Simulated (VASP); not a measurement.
Wanted: the native input for a VASP 6.6.1 run.

```yaml
Task: single point
Functional: PBE
Potentials_or_basis: VASP PAW PBE potentials, release 64 (B, N)
Cutoff: 520 eV
k_mesh: 12 × 12 × 6
Occupations: fermi-dirac, width 0.02 eV
Spin: no spin polarisation
Dipole_correction: no
Further_INCAR_settings: ALGO = Normal; EDIFF = 1e-07; NBANDS = 16
```

The structure of BN lies in POSCAR:

```
BN
1.0
    2.4676314996      0.0000000000      0.0000000000
   -1.2338157498      2.1370315658      0.0000000000
    0.0000000000      0.0000000000      4.0815808813
B N
2 2
Direct
    0.3333333333      0.6666666667      0.0005226463
    0.6666666667      0.3333333333      0.5005226463
    0.3333333333      0.6666666667      0.3744773537
    0.6666666667      0.3333333333      0.8744773537
```

This cell differs from its parent crystal: strain -3.0%.

The input as run:

INCAR

```
SYSTEM = BN
PREC = Accurate
ENCUT = 520
EDIFF = 1E-7
ISMEAR = -1
SIGMA = 0.02
LREAL = .False.
LASPH = .True.
NELM = 80
ALGO = Normal
ISIF = 2
LWAVE = .False.
LCHARG = .False.
GGA = PE
NBANDS = 16
```

KPOINTS

```
regular mesh
0
Gamma
  12 12 6
  0 0 0
```

Potentials or basis: VASP PAW PBE potentials, release 64 (B, N).

Launch:

```bash
$ cat potpaw_PBE.64/B/POTCAR potpaw_PBE.64/N/POTCAR > POTCAR
$ mpirun -np 1 vasp_std > vasp.out
```

Results of the run:

```
Pressure               : 47.1 GPa
Largest force          : 0.009 eV/Å
Band gap on the k mesh : 4.98 eV, indirect (least direct gap 8.71 eV)
```

Caveat: the cell differs from its parent crystal (strain -3.0%).

Wall time 44 s on 1 thread of Intel Xeon 8259CL, with other jobs on the host, peak memory 0.14 GiB.
